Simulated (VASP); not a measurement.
Write the native input for VASP 6.6.1 that does the following.

```
Task                   : single point
Functional             : PBE
Potentials or basis    : VASP PAW PBE potentials, release 64 (Mo_sv, S)
Cutoff                 : 520 eV
k mesh                 : 12 × 12 × 4
Occupations            : fermi-dirac, width 0.02 eV
Spin                   : no spin polarisation
Dipole correction      : no
Further INCAR settings : ALGO = Normal; EDIFF = 1e-06; NBANDS = 20
```

The structure of MoS2 lies in POSCAR:

```
MoS2
1.0
    3.1059562055      0.0000000000      0.0000000000
   -1.5529781028      2.6898369770      0.0000000000
    0.0000000000      0.0000000000      6.6704196970
Mo S
1 2
Direct
    0.0000000000      0.0000000000      0.0000000000
    0.3333333333      0.6666666667      0.2361464865
    0.3333333333      0.6666666667      0.7638535135
```

This cell differs from its parent crystal: strain -2.0%.

One way to write it, as run:

INCAR

```
SYSTEM = MoS2
PREC = Accurate ; ENCUT = 520
EDIFF = 1E-6 ; ISMEAR = -1
SIGMA = 0.02 ; LREAL = .FALSE.
LASPH = .TRUE. ; NELM = 60
ALGO = Normal ; ISIF = 2
LWAVE = .FALSE. ; LCHARG = .FALSE.
GGA = PE ; NBANDS = 20
```

KPOINTS

```
Automatic mesh
0
G
  12 12 4
  0 0 0
```

Potentials or basis: VASP PAW PBE potentials, release 64 (Mo_sv, S).

Command:

```console
$ cat potpaw_PBE.64/Mo_sv/POTCAR potpaw_PBE.64/S/POTCAR > POTCAR
$ mpirun -np 1 vasp_std > vasp.out
```

Results of the run:

```
Pressure               : 6.5 GPa
Largest force          : 0.137 eV/Å
Band gap on the k mesh : 1.30 eV (least direct gap 1.92 eV)
```

Caveat: the cell differs from its parent crystal (strain -2.0%); the cell stands under pressure; this functional lacks dispersion, which binds layers or chains, so the pressure and a relaxed spacing across them are unreliable.

It took 66 s on 1 thread of Intel Xeon 8259CL (shared host), peak memory 0.21 GiB.
